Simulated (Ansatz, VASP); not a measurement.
ZrInS3: VASP beside Ansatz

```
CELL_PARAMETERS angstrom
4.39547 0.00000 0.00000
0.00000 4.39547 0.00000
0.00000 0.00000 6.49331
ATOMIC_POSITIONS crystal
Zr 0.00000 0.00000 0.22578
In 0.50000 0.50000 0.64812
S 0.50000 0.50000 0.02639
S 0.00000 0.50000 0.43381
S 0.50000 0.00000 0.43381
```

Change from the starting cell: species swapped into the NdBPt3 type (P4mm, No. 99).

Alike in both runs: functional PBE; k mesh 4 × 4 × 4; occupations gaussian, width 0.1 eV; no spin polarisation.

Ansatz relaxed the structure, and its values are those at the end. VASP's run is a single point on that final structure, the one shown.

|  | VASP | Ansatz |
| --- | --- | --- |
| version | VASP 6.6.1 | Ansatz 0.2.0 |
| potentials or method | VASP PAW PBE potentials, release 64 (Zr_sv, In_d, S), cutoff 520 eV | scalar-relativistic, plane waves, PAW |
| valence electrons in the cell | 43 | 43 |

Ansatz gave:

```
gap on the k mesh at the Fermi level (eV) : none
pressure (GPa)                            : 0.0
rms of the force components (eV/Å)        : 0.006
```

Problem. What did VASP give for the same quantities?

Solution. gap on the k mesh at the Fermi level (eV): none; pressure (GPa): 0.0; rms of the force components (eV/Å): 0.004.

A gap of «none» marks a metal or a gap that the smearing closes.
